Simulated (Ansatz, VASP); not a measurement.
**One calculation of MoSe, two programs**

File INCAR:

```
SYSTEM = MoSe
PREC = Accurate
ENCUT = 520
EDIFF = 1E-7
ISMEAR = 0
SIGMA = 0.1
LREAL = .FALSE.
LASPH = .TRUE.
NELM = 150
ALGO = Normal
ISIF = 2
LWAVE = .FALSE.
LCHARG = .FALSE.
ISPIN = 2
MAGMOM = 3.5 0
LORBIT = 11
LMAXMIX = 4
GGA = PS
NBANDS = 21
```

File KPOINTS:

```
regular mesh
0
G
  14 14 14
  0 0 0
```

The input POSCAR:

```
MoSe
1.0
    0.0000000000      2.5748516654      2.5748516654
    2.5748516654      0.0000000000      2.5748516654
    2.5748516654      2.5748516654      0.0000000000
Mo Se
1 1
Direct
    0.0000000000      0.0000000000      0.0000000000
    0.5000000000      0.5000000000      0.5000000000
```

Input for Ansatz:

```yaml
crystal:
  lattice:
    - [0.0, 2.5748516652, 2.5748516652]
    - [2.5748516652, 0.0, 2.5748516652]
    - [2.5748516652, 2.5748516652, 0.0]
  atoms:
    - { symbol: Mo, position: [0.0, 0.0, 0.0], spin: 3.5 }
    - { symbol: Se, position: [0.5, 0.5, 0.5] }
basis:
  ecutwfc: 420
kpoints:
  mp_grid: { grid: [14, 14, 14] }
hamiltonian:
  xc: pbesol
scf:
  occupations: { method: gaussian, width: 0.1 }
  lower_state_search: "off"
output:
  forces: true
  stress: true
  eigenvalues: true
  populations: true
magnetization:
  spin_polarized: true
```

Alike in both runs: task single point; functional PBEsol; k mesh 14 × 14 × 14; occupations gaussian, width 0.1 eV; collinear spin.

|  | VASP | Ansatz |
| --- | --- | --- |
| version | VASP 6.6.1 | Ansatz 0.2.0 |
| potentials or method | VASP PAW PBE potentials, release 64 (Mo_sv, Se), cutoff 520 eV | scalar-relativistic, plane waves, PAW |
| valence electrons in the cell | 20 | 30 |

```tsv
	VASP	Ansatz	Ansatz less VASP
gap on the k mesh at the Fermi level (eV)	none	none	-
pressure (GPa)	0.4	0.0	-0.39
net moment per atom (μB)	0.00	0.00	0.000
```

VASP's potentials were made for PBE, not for PBEsol. A gap of «none» marks a metal or a gap that the smearing closes. VASP's potentials hold 20 valence electrons a cell and Ansatz's 30, so a difference there can come from the potentials and not from the codes. Ansatz's warnings: seeded moment not kept.
